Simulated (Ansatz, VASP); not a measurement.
## Two plane-wave programs on CaGe4N

```
Ca Ge N
1.0
     6.00793    0.00000    0.00000
    -3.00397    5.20302    0.00000
     0.00000    0.00000    3.68652
Ca Ge N
1 4 1
Direct
  0.00000 0.00000 0.00000
  0.66667 0.33333 0.00000
  0.03944 0.51972 0.50000
  0.48028 0.51972 0.50000
  0.48028 0.96056 0.50000
  0.33333 0.66667 0.00000
```

Change from the starting cell: species swapped into the PrFeNi4 type (P-6m2, No. 187).

Alike in both runs: functional PBE; k mesh 6 × 6 × 10; occupations gaussian, width 0.1 eV; no spin polarisation.

Ansatz relaxed the structure, and its values are those at the end. VASP's run is a single point on that final structure, the one shown.

|  | VASP | Ansatz |
| --- | --- | --- |
| version | VASP 6.6.1 | Ansatz 0.2.0 |
| potentials or method | VASP PAW PBE potentials, release 64 (Ca_sv, Ge_d, N), cutoff 520 eV | scalar-relativistic, plane waves, PAW |
| valence electrons in the cell | 71 | 71 |

```tsv
	VASP	Ansatz	Ansatz less VASP
gap on the k mesh at the Fermi level (eV)	none	none	-
pressure (GPa)	0.1	0.0	-0.06
rms of the force components (eV/Å)	0.005	0.000	-0.0044
```

A gap of «none» marks a metal or a gap that the smearing closes.
